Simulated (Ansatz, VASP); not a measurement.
Au: VASP beside Ansatz

```
Au
1.0
     0.00000    2.09894    2.09894
     2.09894    0.00000    2.09894
     2.09894    2.09894    0.00000
Au
1
Direct
  0.00000 0.00000 0.00000
```

Alike in both runs: task single point; functional RPBE; k mesh 21 × 21 × 21; occupations fermi-dirac, width 0.1 eV; no spin polarisation.

```csv
,VASP,Ansatz
version,VASP 6.6.1,Ansatz 0.2.0
potentials or method,"VASP PAW PBE potentials, release 64 (Au), cutoff 520 eV","plane waves (420 eV) with PAW, scalar-relativistic"
valence electrons in the cell,11,19
```

```tsv
	VASP	Ansatz	Ansatz less VASP
pressure (GPa)	-0.1	0.1	+0.19
```

VASP's potentials were made for PBE, not for RPBE. VASP's potentials hold 11 valence electrons a cell and Ansatz's 19, so a difference there can come from the potentials and not from the codes.

Neither program's run includes spin-orbit coupling.
